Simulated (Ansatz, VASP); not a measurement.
## One calculation of GaSb2Te2, two programs

Contents of INCAR:

```
PREC = Accurate ; ENCUT = 520
EDIFF = 1E-6 ; ISMEAR = 0
SIGMA = 0.1 ; LREAL = F
LASPH = T ; NELM = 100
ALGO = Normal ; ISIF = 2
LWAVE = F ; LCHARG = T
GGA = PE ; LELF = T
LVHAR = T ; NBANDS = 26
```

File KPOINTS:

```
regular mesh
0
Gamma
  6 6 2
```

POSCAR

```
GaSb2Te2
1.0
    4.6463468000      0.0000000000      0.0000000000
   -2.3231734000      4.0238543600      0.0000000000
    0.0000000000      0.0000000000      9.3894138200
Ga Sb Te
1 2 2
Direct
    0.0000000000      0.0000000000      0.5000000000
    0.3333333300      0.6666666700      0.5000000000
    0.6666666700      0.3333333300      0.5000000000
    0.3333333300      0.6666666700      0.0000000000
    0.6666666700      0.3333333300      0.0000000000
```

Input for Ansatz:

```yaml
crystal:
  lattice:
    - [4.6463468, 0.0, 0.0]
    - [-2.3231734, 4.02385436, 0.0]
    - [0.0, 0.0, 9.38941382]
  atoms:
    - { symbol: Ga, position: [0.0, 0.0, 0.5] }
    - { symbol: Sb, position: [0.33333333, 0.66666667, 0.5] }
    - { symbol: Sb, position: [0.66666667, 0.33333333, 0.5] }
    - { symbol: Te, position: [0.33333333, 0.66666667, 0.0] }
    - { symbol: Te, position: [0.66666667, 0.33333333, 0.0] }
basis:
  ecutwfc: 420
kpoints:
  mp_grid: { grid: [6, 6, 2] }
hamiltonian:
  xc: pbe
scf:
  occupations: { method: gaussian, width: 0.1 }
  lower_state_search: "off"
output:
  forces: true
  stress: true
  eigenvalues: true
```

Alike in both runs: task single point; functional PBE; k mesh 6 × 6 × 2; occupations gaussian, width 0.1 eV; no spin polarisation.

|  | VASP | Ansatz |
| --- | --- | --- |
| version | VASP 6.6.1 | Ansatz 0.2.0 |
| potentials or method | VASP PAW PBE potentials, release 64 (Ga_d, Sb, Te), cutoff 520 eV | scalar-relativistic, plane waves, PAW |
| valence electrons in the cell | 35 | 75 |

|  | VASP | Ansatz | Ansatz less VASP |
| --- | --- | --- | --- |
| gap on the k mesh at the Fermi level (eV) | none | none | - |
| pressure (GPa) | 17.4 | 17.2 | -0.15 |
| traceless stress, the component that is largest in VASP (GPa) | -17.84 | -17.61 | +0.223 |

A gap of «none» marks a metal or a gap that the smearing closes. VASP's potentials hold 35 valence electrons a cell and Ansatz's 75, so a difference there can come from the potentials and not from the codes.

Spin-orbit coupling is off throughout.
